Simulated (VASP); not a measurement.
# SnSe2 (P-3m1) in VASP: notebook

The runs below take SnSe2 through single point, with r2SCAN.

All numbers are computed with VASP 6.6.1; they aren't measurements. Logs are shortened: lines on timing, memory, paths and dates and some standing lists are left out, and cuts for length are marked.

## (1) The cell of the first run

The structure is trigonal, space group P-3m1 (No. 164). The conventional cell has a = 3.994 Å, b = 3.994 Å, c = 6.257 Å, α = 90.00°, β = 90.00°, γ = 120.00°. Within 3.6 Å of Sn (site symmetry -3m) lie 6 Se at 2.76 Å. Within 3.6 Å of Se (site symmetry 3m) lie 3 Sn at 2.76 Å.

## (2) Single point, r2SCAN

Contents of POSCAR:

```
SnSe2
1.0
    3.9941827371      0.0000000000      0.0000000000
   -1.9970913685      3.4590637177      0.0000000000
    0.0000000000      0.0000000000      6.2571654532
Sn Se
1 2
Direct
    0.0000000000      0.0000000000      0.0000000000
    0.6666666667      0.3333333333      0.7564354291
    0.3333333333      0.6666666667      0.2435645709
```

Contents of INCAR.step1:

```
  PREC = Accurate
  ENCUT = 520
  ISMEAR = 0
  SIGMA = 0.02
  LREAL = F
  LASPH = T
  NELM = 80
  NBANDS = 20
  GGA = PE
  ALGO = Normal
  EDIFF = 1E-4
  LWAVE = T
  LCHARG = F
```

Contents of INCAR.step2:

```
  PREC = Accurate
  ENCUT = 520
  EDIFF = 1E-6
  ISMEAR = 0
  SIGMA = 0.02
  LREAL = F
  LASPH = T
  NELM = 80
  ALGO = Normal
  ISIF = 2
  LWAVE = F
  LCHARG = T
  METAGGA = R2SCAN
  LMIXTAU = T
  LELF = T
  LVHAR = T
  NBANDS = 20
  ISTART = 1
```

Contents of KPOINTS:

```
Automatic mesh
0
Gamma
  12 12 4
```

Potentials or basis: VASP PAW PBE potentials, release 64 (Sn_d, Se).

Command:

```sh
$ cat potpaw_PBE.64/Sn_d/POTCAR potpaw_PBE.64/Se/POTCAR > POTCAR
$ cp INCAR.step1 INCAR
$ mpirun -np 1 vasp_std > vasp.out
$ cp INCAR.step2 INCAR
$ mpirun -np 1 vasp_std > vasp.out
```

OUTCAR:

```text
PREC = Accurate
   ENCUT = 520
   EDIFF = 1E-6
   ISMEAR = 0
   LREAL = F
   LASPH = T
   NELM = 80
   ISIF = 2
   METAGGA = R2SCAN
   ISTART = 1

 ion  position               nearest neighbor table
   1  0.000  0.000  0.000-   2 2.76   3 2.76   3 2.76   2 2.76   2 2.76   3 2.76
   2  0.667  0.333  0.756-   1 2.76   1 2.76   1 2.76
   3  0.333  0.667  0.244-   1 2.76   1 2.76   1 2.76

  LATTYP: Found a hexagonal cell.
 ALAT       =     3.9941827371
 C/A-ratio  =     1.5665696502

  Lattice vectors:

 A1 = (   3.9941827371,   0.0000000000,   0.0000000000)
 A2 = (  -1.9970913685,   3.4590637177,   0.0000000000)
 A3 = (   0.0000000000,   0.0000000000,   6.2571654532)

Analysis of symmetry for initial positions (statically):
=====================================================================
 Subroutine PRICEL returns:
 Original cell was already a primitive cell.

 Routine SETGRP: Setting up the symmetry group for a
 hexagonal supercell.

 Subroutine GETGRP returns: Found 12 space group operations
 (whereof 12 operations were pure point group operations)
 out of a pool of 24 trial point group operations.

The static configuration has the point symmetry D_3d.

Analysis of symmetry for dynamics (positions and initial velocities):
=====================================================================
 Subroutine PRICEL returns:
 Original cell was already a primitive cell.

 Routine SETGRP: Setting up the symmetry group for a
 hexagonal supercell.

 Subroutine GETGRP returns: Found 12 space group operations
 (whereof 12 operations were pure point group operations)
 out of a pool of 24 trial point group operations.

The dynamic configuration has the point symmetry D_3d.

 Subroutine INISYM returns: Found 12 space group operations
 (whereof 12 operations are pure point group operations),
 and found     1 'primitive' translations

----------------------------------------------------------------------------------------

                                     Primitive cell

  volume of cell :      86.4498

  direct lattice vectors                    reciprocal lattice vectors
     3.994182737  0.000000000  0.000000000     0.250364108  0.144547785  0.000000000
    -1.997091369  3.459063718  0.000000000     0.000000000  0.289095571  0.000000000
     0.000000000  0.000000000  6.257165453     0.000000000  0.000000000  0.159816774

  length of vectors
     3.994182737  3.994182737  6.257165453     0.289095571  0.289095571  0.159816774

  position of ions in fractional coordinates (direct lattice)
     0.000000000  0.000000000  0.000000000
     0.666666667  0.333333333  0.756435429
     0.333333333  0.666666667  0.243564571

  ion indices of the primitive-cell ions
   primitive index   ion index
                 1           1
                 2           2
                 3           3

----------------------------------------------------------------------------------------

 KPOINTS: Automatic mesh

Automatic generation of k-mesh.
 Grid dimensions read from file:
 generate k-points for:   12   12    4

 Generating k-lattice:

  Cartesian coordinates                     Fractional coordinates (reciprocal lattice)
     0.020863676  0.012045649  0.000000000     0.083333333  0.000000000  0.000000000
     0.000000000  0.024091298  0.000000000     0.000000000  0.083333333  0.000000000
     0.000000000  0.000000000  0.039954194     0.000000000  0.000000000  0.250000000

  Length of vectors
     0.024091298  0.024091298  0.039954194

  Shift w.r.t. Gamma in fractional coordinates (k-lattice)
     0.000000000  0.000000000  0.000000000

 Subroutine IBZKPT returns following result:
 ===========================================

 Found     69 irreducible k-points:

 Following reciprocal coordinates:
            Coordinates               Weight
  0.000000  0.000000  0.000000      1.000000
  0.083333 -0.000000  0.000000      6.000000
  0.166667  0.000000  0.000000      6.000000
  0.250000  0.000000  0.000000      6.000000
  0.333333  0.000000  0.000000      6.000000
  0.416667  0.000000  0.000000      6.000000
[... 16 lines left out ...]
  0.166667  0.000000  0.250000      6.000000
  0.000000  0.166667  0.250000      6.000000
 [... further k-points ...]
   k-points           NKPTS =     69   k-points in BZ     NKDIM =     69   number of bands    NBANDS=     20
   number of dos      NEDOS =    301   number of ions     NIONS =      3
   total plane-waves  NPLWV =  43200
   dimension x,y,z NGX =    30 NGY =   30 NGZ =   48
   dimension x,y,z NGXF=    60 NGYF=   60 NGZF=   96
   ions per type =               1   2
   NGX,Y,Z   is equivalent  to a cutoff of  12.49, 12.49, 12.75 a.u.
   NGXF,Y,Z  is equivalent  to a cutoff of  24.97, 24.97, 25.51 a.u.
 SYSTEM =  unknown system
   PREC   = accura    normal or accurate (medium, high low for compatibility)
   ISTART =      1    job   : 0-new  1-cont  2-samecut
   ICHARG =      0    charge: 1-file 2-atom 10-const
   ISPIN  =      1    spin polarized calculation?
   LNONCOLLINEAR =      F non collinear calculations
   LSORBIT =      F    spin-orbit coupling
   LASPH  =      T    aspherical Exc in radial PAW
   ENCUT  =  520.0 eV  38.22 Ry    6.18 a.u.   7.43  7.43 11.63*2*pi/ulx,y,z
   NELM   =     80;   NELMIN=  2; NELMDL=  0     # of ELM steps
   EDIFF  = 0.1E-05   stopping-criterion for ELM
   LREAL  =      F    real-space projection
   EDIFFG = 0.1E-04   stopping-criterion for IOM
   NSW    =      0    number of steps for IOM
   IBRION =     -1    ionic relax: 0-MD 1-quasi-New 2-CG
   NFREE  =      0    steps in history (QN), initial steepest desc. (CG)
   ISIF   =      2    stress and relaxation
   ISYM   =      2    0-nonsym 1-usesym 2-fastsym
   POTIM  = 0.5000    time-step for ionic-motion
   TEBEG  =    0.0;   TEEND  =   0.0 temperature during run
   PSTRESS=    0.0 pullay stress
   NELECT =      26.0000    total number of electrons
   NUPDOWN=      -1.0000    fix difference up-down
   EMIN   =  10.00;   EMAX   =-10.00  energy-range for DOS
   EFERMI =   0.00;   METHOD = LEGACY
   ISMEAR =     0;   SIGMA  =   0.02  broadening in eV -4-tet -1-fermi 0-gaus
   EFERMI_NEDOS =   21; number of points for ismear=-14 and -15
   IALGO  =     38    algorithm
   IMIX   =      4    mixing-type and parameters
     AMIX     =   0.40;   BMIX     =  1.00
     AMIX_MAG =   1.60;   BMIX_MAG =  1.00
  volume/ion in A,a.u.               =      28.82       194.46
  Fermi-wavevector in a.u.,A,eV,Ry     =   1.096843  2.072733 16.368695  1.203065
  Thomas-Fermi vector in A             =   2.233193
   LORBIT       =      0    0 simple, 1 ext, 2 COOP (PROOUT), +10 PAW based schemes
   METAGGA = R2SCAN    functional components
   LHFCALC =     F    Hartree Fock is set to
   AEXX    =    0.0000 exact exchange contribution
   IVDW    =     0    specifies the selected vdW correction
   LEPSILON=     F    determine dielectric tensor
   LRPA    =     F    only Hartree local field effects (RPA)
 non-spin polarized calculation
 Gauss-broadening in eV      SIGMA  =   0.02
  energy-cutoff  :      520.00
  volume of cell :       86.45
 maximum number of plane-waves:      2376
 NGX is ok and might be reduce to    30
   NGX = 15   NGY = 15   NGZ = 23

 number of electron      25.9999996 magnetization

 Free energy of the ion-electron system (eV)
  ---------------------------------------------------
  ext. energy  EPLUGINS =         0.00000000
  ---------------------------------------------------
  free energy    TOTEN  =       -54.54819639 eV

  energy without entropy =      -54.54819639  energy(sigma->0) =      -54.54819639

 E-fermi :   3.0267     XC(G=0):  -9.4513

 val. band max:        2.8954976071   @ k =   0.0000   0.0000   0.0000
 cond. band min:       3.6042384108   @ k =   0.0000   0.0000   0.0000
 fundamental gap:      0.7087408037
 Fermi energy:         3.0266804496

 k-point     1 :       0.0000    0.0000    0.0000
  band No.  band energies     occupation
      1     -19.1105      2.00000
      2     -19.1104      2.00000
      3     -19.0784      2.00000
      4     -19.0636      2.00000
      5     -19.0635      2.00000
      6     -11.0619      2.00000
[... 12 lines left out ...]
     19      12.0200      0.00000
     20      12.0200      0.00000

 k-point     2 :       0.0833   -0.0000    0.0000
  band No.  band energies     occupation
      1     -19.1132      2.00000
      2     -19.1095      2.00000
      3     -19.0772      2.00000
      4     -19.0641      2.00000
      5     -19.0627      2.00000
      6     -11.0018      2.00000
[... 12 lines left out ...]
     19      11.7230      0.00000
     20      12.1160      0.00000

 k-point     3 :       0.1667    0.0000    0.0000
  band No.  band energies     occupation
      1     -19.1210      2.00000
      2     -19.1070      2.00000
      3     -19.0742      2.00000
      4     -19.0649      2.00000
      5     -19.0600      2.00000
      6     -10.8264      2.00000
[... 12 lines left out ...]
     19      11.5740      0.00000
     20      12.3215      0.00000

 k-point     4 :       0.2500    0.0000    0.0000
  band No.  band energies     occupation
      1     -19.1320      2.00000
      2     -19.1046      2.00000
      3     -19.0727      2.00000
      4     -19.0631      2.00000
      5     -19.0554      2.00000
      6     -10.5513      2.00000
[... 12 lines left out ...]
     19      11.2877      0.00000
     20      12.6845      0.00000

 k-point     5 :       0.3333    0.0000    0.0000
  band No.  band energies     occupation
      1     -19.1430      2.00000
      2     -19.1031      2.00000
      3     -19.0740      2.00000
      4     -19.0584      2.00000
      5     -19.0499      2.00000
      6     -10.2106      2.00000
[... 12 lines left out ...]
     19      11.7848      0.00000
     20      12.8982      0.00000
[... 353 lines left out ...]
      6     -10.9362      2.00000
[... 12 lines left out ...]
     19      11.8376      0.00000
     20      11.9791      0.00000

 k-point    22 :       0.0000    0.0833    0.2500
  band No.  band energies     occupation
      1     -19.1132      2.00000
      2     -19.1094      2.00000
      3     -19.0771      2.00000
      4     -19.0641      2.00000
      5     -19.0627      2.00000
      6     -10.9362      2.00000
[... 12 lines left out ...]
     19      11.7491      0.00000
     20      11.8077      0.00000

 k-point    23 :       0.1667    0.0000    0.2500
  band No.  band energies     occupation
      1     -19.1211      2.00000
      2     -19.1070      2.00000
      3     -19.0741      2.00000
      4     -19.0649      2.00000
      5     -19.0600      2.00000
      6     -10.7626      2.00000
[... 12 lines left out ...]
     19      11.6545      0.00000
     20      12.4838      0.00000

 k-point    24 :       0.0000    0.1667    0.2500
  band No.  band energies     occupation
      1     -19.1211      2.00000
      2     -19.1070      2.00000
      3     -19.0741      2.00000
      4     -19.0649      2.00000
      5     -19.0600      2.00000
      6     -10.7625      2.00000
[... 12 lines left out ...]
     19      11.4840      0.00000
     20      11.9883      0.00000

 [... further k-points ...]
[... 5 lines left out ...]
  --------------------------------------------------------------------------------------
  -------------------------------------------------------------------------------------
  Total       -2.2507569     -2.2507569      0.0085070     -0.0000000     -0.0000000     -0.0000000
  in kB      -41.7133470    -41.7133470      0.1576612     -0.0000000     -0.0000000     -0.0000000
  external PRESSURE =     -27.7563443 kB  Pullay stress =       0.0000000 kB

 VOLUME and BASIS-vectors are now :
 -----------------------------------------------------------------------------
  energy-cutoff  :      520.00
  volume of cell :       86.45
      direct lattice vectors                 reciprocal lattice vectors
     3.994182737  0.000000000  0.000000000     0.250364108  0.144547785  0.000000000
    -1.997091369  3.459063718  0.000000000     0.000000000  0.289095571  0.000000000
     0.000000000  0.000000000  6.257165453     0.000000000  0.000000000  0.159816774

 POSITION                                       TOTAL-FORCE (eV/Angst)
 -----------------------------------------------------------------------------------
      0.00000      0.00000      0.00000         0.000000      0.000000      0.000000
      1.99709      1.15302      4.73314        -0.000000     -0.000000     -0.008966
     -0.00000      2.30604      1.52402         0.000000      0.000000      0.008966
 -----------------------------------------------------------------------------------
    total drift:                                0.000000     -0.000000      0.000000

  FREE ENERGIE OF THE ION-ELECTRON SYSTEM (eV)
  ---------------------------------------------------
  free  energy   TOTEN  =       -54.5481963912 eV

  energy  without entropy=      -54.5481963912  energy(sigma->0) =      -54.54819639
```

Run time: 3.3 min. Hardware: 1 thread of Intel Xeon 6975P-C (Granite Rapids), shared host; peak memory 0.28 GiB.

What came out:

- Free energy: -54.5482 eV
- Pressure: -2.8 GPa
- Largest force: 0.009 eV/Å
- Band gap on the k mesh: 0.71 eV, direct

Forces in eV/Å, atoms in the order of the input:
```
Sn   0.000  0.000  0.000
Se   0.000  0.000 -0.009
Se   0.000  0.000  0.009
```

Caveat: the PAW data sets were made with another functional, which shifts forces and pressure a little; spin-orbit coupling is left out, which moves the levels of the heavy elements.

## (3) Single point, r2SCAN (biaxial strain in the a-b plane: +6.0 %, then relaxed in part)

Contents of POSCAR:

```
SnSe2
1.0
    4.0709939436      0.0000000000      0.0000000000
   -2.0354969718      3.5255841738      0.0000000000
    0.0000000000      0.0000000000      6.0801169346
Sn Se
1 2
Direct
    0.0000000000      0.0000000000      0.0000000000
    0.6666666667      0.3333333333      0.7536153242
    0.3333333333      0.6666666667      0.2463846758
```

Contents of INCAR.step1:

```
PREC = Accurate
ENCUT = 520
ISMEAR = 0
SIGMA = 0.02
LREAL = False
LASPH = True
NELM = 80
NBANDS = 20
GGA = PE
ALGO = Normal
EDIFF = 1E-4
LWAVE = True
LCHARG = False
```

Contents of INCAR.step2:

```
PREC = Accurate
ENCUT = 520
EDIFF = 1E-6
ISMEAR = 0
SIGMA = 0.02
LREAL = False
LASPH = True
NELM = 80
ALGO = Normal
ISIF = 2
LWAVE = False
LCHARG = True
METAGGA = R2SCAN
LMIXTAU = True
LELF = True
LVHAR = True
NBANDS = 20
ISTART = 1
```

Contents of KPOINTS:

```
regular mesh
0
Gamma
  12 12 4
```

Potentials or basis: VASP PAW PBE potentials, release 64 (Sn_d, Se).

Command:

```sh
$ cat potpaw_PBE.64/Sn_d/POTCAR potpaw_PBE.64/Se/POTCAR > POTCAR
$ cp INCAR.step1 INCAR
$ mpirun -np 1 vasp_std > vasp.out
$ cp INCAR.step2 INCAR
$ mpirun -np 1 vasp_std > vasp.out
```

It took 3.4 min on 1 thread of Intel Xeon 6975P-C (Granite Rapids), shared host; peak memory 0.28 GiB.

It converged, with:

- Free energy: -54.4456 eV
- Pressure: -3.8 GPa
- Largest force: 0.007 eV/Å
- Band gap on the k mesh: 0.19 eV, direct

Forces in eV/Å, atoms in the order of the input:
```
Sn   0.000  0.000  0.000
Se   0.000  0.000 -0.007
Se   0.000  0.000  0.007
```

Stress tensor (GPa, compression positive):
```
-5.74  0.00  0.00
 0.00 -5.74  0.00
 0.00  0.00  0.01
```

Levels at points of the mesh, in eV from the valence-band top:
```tsv
k point	band 10	band 11	band 12	band 13	band 14	band 15	band 16	band 17
(0.00, 0.00, 0.00)	-1.30	-1.03	-1.03	0.00	0.19	2.49	4.19	4.19
(0.50, 0.00, 0.00)	-3.03	-2.73	-1.17	-0.69	0.78	3.67	5.29	5.77
(0.00, 0.00, 0.50)	-1.39	-1.39	-0.87	-0.87	1.45	2.44	3.89	3.89
(0.50, 0.00, 0.50)	-2.85	-1.89	-1.09	-1.04	0.77	4.18	5.31	6.07
```

Caveat: the cell differs from its parent crystal (biaxial strain in the a-b plane: +6.0 %, then relaxed in part); the PAW data sets were made with another functional, which shifts forces and pressure a little; spin-orbit coupling is left out, which moves the levels of the heavy elements.

## (4) Single point, r2SCAN

This run uses another cell than the first one, of 29.09 Å³/atom, 1.009 times its volume.

POSCAR is that of step 3.

Contents of INCAR.step1:

```
SYSTEM = SnSe2
PREC = Accurate
ENCUT = 520
ISMEAR = 0
SIGMA = 0.02
LREAL = .FALSE.
LASPH = .TRUE.
NELM = 80
NBANDS = 20
GGA = PE
ALGO = Normal
EDIFF = 1E-4
LWAVE = .TRUE.
LCHARG = .FALSE.
```

Contents of INCAR.step2:

```
SYSTEM = SnSe2
PREC = Accurate
ENCUT = 520
EDIFF = 1E-7
ISMEAR = 0
SIGMA = 0.02
LREAL = .FALSE.
LASPH = .TRUE.
NELM = 80
ALGO = Normal
ISIF = 2
LWAVE = .FALSE.
LCHARG = .FALSE.
METAGGA = R2SCAN
LMIXTAU = .TRUE.
NBANDS = 20
ISTART = 1
```

Contents of KPOINTS:

```
regular mesh
0
G
  12 12 4
  0 0 0
```

Command:

```sh
$ cat potpaw_PBE.64/Sn_d/POTCAR potpaw_PBE.64/Se/POTCAR > POTCAR
$ cp INCAR.step1 INCAR
$ mpirun -np 1 vasp_std > vasp.out
$ cp INCAR.step2 INCAR
$ mpirun -np 1 vasp_std > vasp.out
```

Wall time 4 min (1 thread of Intel Xeon 6975P-C (Granite Rapids), shared host); peak memory 0.28 GiB.

It converged, with:

```yaml
Free_energy: -54.4456 eV
Pressure: -3.8 GPa
Largest_force: 0.007 eV/Å
Band_gap_on_the_k_mesh: 0.19 eV, direct
```

Forces on the atoms (eV/Å):
```
Sn   0.000  0.000  0.000
Se   0.000  0.000 -0.007
Se   0.000  0.000  0.007
```

Stress tensor (GPa, compression positive):
```
-5.74  0.00  0.00
 0.00 -5.74  0.00
 0.00  0.00  0.01
```

Levels at points of the mesh, in eV from the valence-band top:
| k point | band 11 | band 12 | band 13 | band 14 | band 15 | band 16 |
| --- | --- | --- | --- | --- | --- | --- |
| (0.00, 0.00, 0.00) | -1.03 | -1.03 | 0.00 | 0.19 | 2.49 | 4.19 |
| (0.50, 0.00, 0.00) | -2.73 | -1.17 | -0.69 | 0.78 | 3.67 | 5.29 |
| (0.00, 0.00, 0.50) | -1.39 | -0.87 | -0.87 | 1.45 | 2.44 | 3.89 |
| (0.50, 0.00, 0.50) | -1.89 | -1.09 | -1.04 | 0.77 | 4.18 | 5.31 |

Caveat: the PAW data sets were made with another functional, which shifts forces and pressure a little; spin-orbit coupling is left out, which moves the levels of the heavy elements.
